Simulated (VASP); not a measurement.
TiSi2: single point with r2SCAN

The system is TiSi2.

```
Ti Si
1.0
    -1.48263    1.72347    4.23998
     1.48263   -1.72347    4.23998
     1.48263    1.72347   -4.23998
Ti Si
1 2
Direct
  0.00000 0.00000 0.00000
  0.67008 0.67008 0.00000
  0.32992 0.32992 0.00000
```

```json
{
 "Program": "VASP 6.6.1",
 "Task": "single point",
 "Functional": "r2SCAN",
 "Potentials or basis": "VASP PAW PBE potentials, release 64 (Ti_sv, Si)",
 "Cutoff": "520 eV",
 "k mesh": "12 × 12 × 12",
 "Occupations": "fermi-dirac, width 0.05 eV",
 "Spin": "no spin polarisation"
}
```

```json
{
 "Pressure": "-4.7 GPa",
 "Largest force": "0.036 eV/Å",
 "Band gap on the k mesh": "zero (bands 10 and 11 overlap by 2.50 eV)"
}
```

Forces on the atoms (eV/Å):
```
Ti   0.000  0.000  0.000
Si   0.000  0.000  0.036
Si   0.000  0.000 -0.036
```

Stress tensor (GPa, compression positive):
```
-3.92  0.00  0.00
 0.00 -4.62  0.00
 0.00  0.00 -5.48
```

Levels at points of the mesh, in eV from the Fermi level:
```csv
k point,band 8,band 9,band 10,band 11,band 12,band 13
"(0.00, 0.00, 0.00)",-2.30,-0.68,0.83,2.13,2.54,3.13
"(0.50, 0.00, 0.00)",-3.99,-0.75,1.05,2.19,2.69,3.64
"(0.00, 0.50, 0.00)",-3.56,-0.96,-0.42,1.03,2.81,3.48
"(0.50, 0.50, 0.00)",-4.91,-3.07,-1.35,-0.88,2.76,3.02
"(0.50, 0.50, 0.50)",-1.32,-0.38,0.49,2.12,2.51,2.60
```

Wall time 16 min on 1 thread of Intel Xeon 8259CL, with other jobs on the host, peak memory 0.36 GiB.

Caveat: the cell stands under tension; the PAW data sets were made with another functional, which shifts forces and pressure a little.
